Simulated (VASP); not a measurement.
# InAs (Immm) in VASP: single point with r2SCAN

Aim: the single point of InAs with r2SCAN.

All numbers are computed with VASP 6.6.1; they aren't measurements. Logs are shortened: lines on timing, memory, paths and dates and some standing lists are left out, and cuts for length are marked.

## 1. The cell of the first run

The structure is orthorhombic, space group Immm (No. 71). The conventional cell has a = 3.891 Å, b = 4.247 Å, c = 5.755 Å, α = 90.00°, β = 90.00°, γ = 90.00°. In (site symmetry mmm) has 6 As at 2.88 Å and 2 In at 3.89 Å within 3.9 Å. As (site symmetry mmm) has 6 In at 2.88 Å and 2 As at 3.89 Å within 3.9 Å.

## 2. Single point, r2SCAN (strain +0.0875 x Voigt [0, 0, 0, 0, 1, 0])

The input, POSCAR:

```
InAs
1.0
    0.1258820500      2.8773040000      2.8773040000
    3.0031860500      0.0000000000      3.0031860500
    2.8773040000      2.8773040000      0.1258820500
In As
1 1
Direct
    0.5000000000      0.5000000000      0.5000000000
    0.0000000000      0.0000000000      0.0000000000
```

The input, INCAR.step1:

```
SYSTEM = InAs
PREC = Accurate
ENCUT = 520
ISMEAR = 0
SIGMA = 0.15
LREAL = .False.
LASPH = .True.
NELM = 60
NBANDS = 16
GGA = PE
ALGO = Normal
EDIFF = 1E-4
LWAVE = .True.
LCHARG = .False.
```

The input, INCAR.step2:

```
SYSTEM = InAs
PREC = Accurate
ENCUT = 520
EDIFF = 1E-7
ISMEAR = 0
SIGMA = 0.15
LREAL = .False.
LASPH = .True.
NELM = 60
ALGO = Normal
ISIF = 2
LWAVE = .False.
LCHARG = .False.
METAGGA = R2SCAN
LMIXTAU = .True.
NBANDS = 16
ISTART = 1
```

The input, KPOINTS:

```
Automatic mesh
0
Gamma
  14 14 14
  0 0 0
```

Potentials or basis: VASP PAW PBE potentials, release 64 (In_d, As).

The run is started by

```console
cat potpaw_PBE.64/In_d/POTCAR potpaw_PBE.64/As/POTCAR > POTCAR
cp INCAR.step1 INCAR
mpirun -np 1 vasp_std > vasp.out
cp INCAR.step2 INCAR
mpirun -np 1 vasp_std > vasp.out
```

OUTCAR:

```text
SYSTEM = InAs
   PREC = Accurate
   ENCUT = 520
   EDIFF = 1E-7
   ISMEAR = 0
   LREAL = .False.
   LASPH = .True.
   NELM = 60
   ISIF = 2
   METAGGA = R2SCAN
   ISTART = 1

 ion  position               nearest neighbor table
   1  0.500  0.500  0.500-   2 2.88   2 2.88   2 2.88   2 2.88   2 2.88   2 2.88
   2  0.000  0.000  0.000-   1 2.88   1 2.88   1 2.88   1 2.88   1 2.88   1 2.88

  LATTYP: Found a body centered orthorhombic cell.
 ALAT       =     3.8910982375
 B/A-ratio  =     1.0915032680
 C/A-ratio  =     1.4789161437

  Lattice vectors:

 A1 = (   0.1258820500,  -2.8773040000,   2.8773040000)
 A2 = (  -0.1258820500,  -2.8773040000,  -2.8773040000)
 A3 = (   2.8773040000,   2.8773040000,   0.1258820500)

Analysis of symmetry for initial positions (statically):
=====================================================================
 Subroutine PRICEL returns:
 Original cell was already a primitive cell.

 Routine SETGRP: Setting up the symmetry group for a
 body centered orthorhombic supercell.

 Subroutine GETGRP returns: Found  8 space group operations
 (whereof  8 operations were pure point group operations)
 out of a pool of  8 trial point group operations.

The static configuration has the point symmetry D_2h.

Analysis of symmetry for dynamics (positions and initial velocities):
=====================================================================
 Subroutine PRICEL returns:
 Original cell was already a primitive cell.

 Routine SETGRP: Setting up the symmetry group for a
 body centered orthorhombic supercell.

 Subroutine GETGRP returns: Found  8 space group operations
 (whereof  8 operations were pure point group operations)
 out of a pool of  8 trial point group operations.

The dynamic configuration has the point symmetry D_2h.

 Subroutine INISYM returns: Found  8 space group operations
 (whereof  8 operations are pure point group operations),
 and found     1 'primitive' translations

----------------------------------------------------------------------------------------

                                     Primitive cell

  volume of cell :      47.5505

  direct lattice vectors                    reciprocal lattice vectors
     0.125882050  2.877304000  2.877304000    -0.181724217  0.173773783  0.181724217
     3.003186050  0.000000000  3.003186050     0.166489852 -0.173773783  0.166489852
     2.877304000  2.877304000  0.125882050     0.181724217  0.173773783 -0.181724217

  length of vectors
[... 81 lines left out ...]
   NELM   =     60;   NELMIN=  2; NELMDL=  0     # of ELM steps
   EDIFF  = 0.1E-06   stopping-criterion for ELM
   LREAL  =      F    real-space projection
   EDIFFG = 0.1E-05   stopping-criterion for IOM
   NSW    =      0    number of steps for IOM
   IBRION =     -1    ionic relax: 0-MD 1-quasi-New 2-CG
   NFREE  =      0    steps in history (QN), initial steepest desc. (CG)
   ISIF   =      2    stress and relaxation
   ISYM   =      2    0-nonsym 1-usesym 2-fastsym
   POTIM  = 0.5000    time-step for ionic-motion
   TEBEG  =    0.0;   TEEND  =   0.0 temperature during run
   PSTRESS=    0.0 pullay stress
   NELECT =      18.0000    total number of electrons
   NUPDOWN=      -1.0000    fix difference up-down
   EMIN   =  10.00;   EMAX   =-10.00  energy-range for DOS
   EFERMI =   0.00;   METHOD = LEGACY
   ISMEAR =     0;   SIGMA  =   0.15  broadening in eV -4-tet -1-fermi 0-gaus
   EFERMI_NEDOS =   21; number of points for ismear=-14 and -15
   IALGO  =     38    algorithm
   IMIX   =      4    mixing-type and parameters
     AMIX     =   0.40;   BMIX     =  1.00
     AMIX_MAG =   1.60;   BMIX_MAG =  1.00
  volume/ion in A,a.u.               =      23.78       160.44
  Fermi-wavevector in a.u.,A,eV,Ry     =   1.184261  2.237928 19.081805  1.402473
  Thomas-Fermi vector in A             =   2.320478
   LORBIT       =      0    0 simple, 1 ext, 2 COOP (PROOUT), +10 PAW based schemes
   METAGGA = R2SCAN    functional components
   LHFCALC =     F    Hartree Fock is set to
   AEXX    =    0.0000 exact exchange contribution
   IVDW    =     0    specifies the selected vdW correction
   LEPSILON=     F    determine dielectric tensor
   LRPA    =     F    only Hartree local field effects (RPA)
 non-spin polarized calculation
 Gauss-broadening in eV      SIGMA  =   0.15
  energy-cutoff  :      520.00
  volume of cell :       47.55
 maximum number of plane-waves:      1300
   NGX = 15   NGY = 15   NGZ = 15

 number of electron      18.0000006 magnetization

 Free energy of the ion-electron system (eV)
  ---------------------------------------------------
  ext. energy  EPLUGINS =         0.00000000
  ---------------------------------------------------
  free energy    TOTEN  =       -37.55106119 eV

  energy without entropy =      -37.53971366  energy(sigma->0) =      -37.54538742

 E-fermi :   5.8083     XC(G=0): -10.6841

 val. band max:        5.8071751004   @ k =   0.1429  -0.1429   0.0714
 cond. band min:       5.8086459723   @ k =   0.2143  -0.1429   0.0714
 fundamental gap:      0.0014708719
 Fermi energy:         5.8083427216

 k-point     1 :       0.0000    0.0000    0.0000
  band No.  band energies     occupation
      1      -9.1150      2.00000
      2      -9.1041      2.00000
      3      -9.0701      2.00000
      4      -9.0686      2.00000
      5      -9.0683      2.00000
      6      -6.8002      2.00000
[... 433 lines left out ...]
      3      -9.0715      2.00000
      4      -9.0624      2.00000
      5      -9.0596      2.00000
      6      -6.5975      2.00000
[... 8 lines left out ...]
     15      14.7162      0.00000
     16      14.9068      0.00000

 [... further k-points ...]

------------------------ aborting loop because EDIFF is reached ----------------------------------------

  FORCE on cell =-STRESS in cart. coord.  units (eV):
  Direction    XX          YY          ZZ          XY          YZ          ZX
  --------------------------------------------------------------------------------------
  -------------------------------------------------------------------------------------
  Total       -0.6001236     -0.7410664     -0.6001236      0.0000000      0.0000000     -0.5312465
  in kB      -20.2206978    -24.9696538    -20.2206978      0.0000000      0.0000000    -17.8999363
  external PRESSURE =     -21.8036831 kB  Pullay stress =       0.0000000 kB

 VOLUME and BASIS-vectors are now :
 -----------------------------------------------------------------------------
  energy-cutoff  :      520.00
  volume of cell :       47.55
      direct lattice vectors                 reciprocal lattice vectors
     0.125882050  2.877304000  2.877304000    -0.181724217  0.173773783  0.181724217
     3.003186050  0.000000000  3.003186050     0.166489852 -0.173773783  0.166489852
     2.877304000  2.877304000  0.125882050     0.181724217  0.173773783 -0.181724217

 POSITION                                       TOTAL-FORCE (eV/Angst)
 -----------------------------------------------------------------------------------
      3.00319      2.87730      3.00319        -0.000000      0.000000     -0.000000
      0.00000      0.00000      0.00000         0.000000     -0.000000      0.000000
 -----------------------------------------------------------------------------------
    total drift:                                0.000000      0.000000      0.000000

  FREE ENERGIE OF THE ION-ELECTRON SYSTEM (eV)
  ---------------------------------------------------
  free  energy   TOTEN  =       -37.5510611913 eV

  energy  without entropy=      -37.5397136561  energy(sigma->0) =      -37.54538742
```

OUTCAR.step1:

```text
SYSTEM = InAs
   PREC = Accurate
   ENCUT = 520
   ISMEAR = 0
   LREAL = .False.
   LASPH = .True.
[... 679 lines left out ...]
      3.00319      2.87730      3.00319         0.000000      0.000000     -0.000000
      0.00000      0.00000      0.00000         0.000000      0.000000      0.000000
 -----------------------------------------------------------------------------------
    total drift:                                0.000000      0.000000      0.000000

  FREE ENERGIE OF THE ION-ELECTRON SYSTEM (eV)
  ---------------------------------------------------
  free  energy   TOTEN  =        -7.3106112255 eV

  energy  without entropy=       -7.2982667292  energy(sigma->0) =       -7.30443898
```

OSZICAR.step1:

```text
N       E                     dE             d eps       ncg     rms          rms(c)
DAV:   1     0.102354009491E+03    0.10235E+03   -0.88817E+03 13800   0.132E+03
DAV:   2    -0.131470583094E+01   -0.10367E+03   -0.99725E+02 14912   0.297E+02
DAV:   3    -0.735765966167E+01   -0.60430E+01   -0.59766E+01 17768   0.671E+01
DAV:   4    -0.748275668738E+01   -0.12510E+00   -0.12506E+00 16096   0.105E+01
DAV:   5    -0.748801071455E+01   -0.52540E-02   -0.52539E-02 20128   0.199E+00    0.364E+00
DAV:   6    -0.731868139368E+01    0.16933E+00   -0.29069E-01 19800   0.893E+00    0.193E+00
DAV:   7    -0.731045445513E+01    0.82269E-02   -0.55645E-02 20600   0.220E+00    0.616E-01
DAV:   8    -0.731047933225E+01   -0.24877E-04   -0.45700E-03 17512   0.861E-01    0.126E-01
DAV:   9    -0.731061424960E+01   -0.13492E-03   -0.46763E-04 18816   0.276E-01    0.774E-02
DAV:  10    -0.731061122551E+01    0.30241E-05   -0.23340E-05  8728   0.445E-02
   1 F= -.73106112E+01 E0= -.73044390E+01  d E =-.123445E-01
```

Run time: 9.9 min. Hardware: 1 thread of Intel Xeon 6975P-C (Granite Rapids), shared host; peak memory 0.44 GiB.

Results:

```yaml
Free_energy: -37.5511 eV
Pressure: -2.2 GPa
Band_gap_on_the_k_mesh: zero (bands 9 and 10 overlap by 2.98 eV)
```

Stress tensor (GPa, compression positive):
```
-2.02  0.00 -1.79
 0.00 -2.50  0.00
-1.79  0.00 -2.02
```

Caveat: the cell differs from its parent crystal (strain +0.0875 x Voigt [0, 0, 0, 0, 1, 0]); the PAW data sets were made with another functional, which shifts forces and pressure a little; spin-orbit coupling is left out, which moves the levels of the heavy elements.
